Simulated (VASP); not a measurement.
# Au: single point with r2SCAN

The system is Au.

```xyz
1
Lattice="-1.5862 1.5862 1.5862 1.5862 -1.5862 1.5862 1.5862 1.5862 -1.5862" Properties=species:S:1:pos:R:3 pbc="T T T"
Au    0.0000    0.0000    0.0000
```

```json
{"Program": "VASP 6.6.1", "Task": "single point", "Functional": "r2SCAN", "Potentials or basis": "VASP PAW PBE potentials, release 64 (Au)", "Cutoff": "520 eV", "k mesh": "11 × 11 × 11", "Occupations": "fermi-dirac, width 0.05 eV", "Spin": "no spin polarisation", "Dipole correction": "no", "Further INCAR settings": "ALGO = Normal; EDIFF = 1e-06; NBANDS = 12"}
```

The pressure is 20.5 GPa.

Levels at points of the mesh, in eV from the Fermi level:
| k point | band 3 | band 4 | band 5 | band 6 | band 7 | band 8 | band 9 | band 10 |
| --- | --- | --- | --- | --- | --- | --- | --- | --- |
| (0.00, 0.00, 0.00) | -5.40 | -5.40 | -3.20 | -3.20 | 17.55 | 17.55 | 17.55 | 26.74 |

Run time: 59 s on 1 thread of AMD EPYC 7R43 64-Core Processor (Zen 3), with other jobs on the host, peak memory 0.1 GiB.

Caveat: the PAW data sets were made with another functional, which shifts forces and pressure a little; spin-orbit coupling is left out, which moves the levels of the heavy elements.
